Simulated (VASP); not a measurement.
Wanted: the native input for a VASP 6.6.1 run.

- Task: single point
- Functional: PBEsol
- Potentials or basis: VASP PAW PBE potentials, release 64 (Sn_d, Cu)
- Cutoff: 520 eV
- k mesh: 8 × 8 × 8
- Occupations: fermi-dirac, width 0.05 eV
- Spin: no spin polarisation
- Dipole correction: no
- Further INCAR settings: ALGO = Fast; EDIFF = 1e-06; NBANDS = 34

The structure of CuSn3 lies in POSCAR:

```
CuSn3
1.0
   -2.1941778637      2.1941778637      4.7712739781
    2.1941778637     -2.1941778637      4.7712739781
    2.1941778637      2.1941778637     -4.7712739781
Sn Cu
3 1
Direct
    0.5000000000      0.5000000000      0.0000000000
    0.2500000000      0.7500000000      0.5000000000
    0.7500000000      0.2500000000      0.5000000000
    0.0000000000      0.0000000000      0.0000000000
```

This cell differs from its parent crystal: volume scaled by 0.94.

The input as run:

INCAR

```
ALGO = Fast ; EDIFF = 1E-6
ENCUT = 520 ; GGA = PS
ISIF = 2 ; ISMEAR = -1
LASPH = True ; LCHARG = True
LELF = True ; LREAL = False
LVHAR = True ; LWAVE = False
NBANDS = 34 ; NELM = 60
PREC = Accurate ; SIGMA = 0.05
```

KPOINTS

```
k-points
0
Gamma
  8 8 8
```

Potentials or basis: VASP PAW PBE potentials, release 64 (Sn_d, Cu).

Command:

```sh
$ cat potpaw_PBE.64/Sn_d/POTCAR potpaw_PBE.64/Cu/POTCAR > POTCAR
$ mpirun -np 1 vasp_std > vasp.out
```

It gave:

* Pressure: -1.0 GPa

Caveat: the PAW data sets were made with another functional, which shifts forces and pressure a little.

Run time: 2.6 min on 1 thread of Intel(R) Xeon(R) 6975P-C (Granite Rapids), with other jobs on the host, peak memory 0.35 GiB.
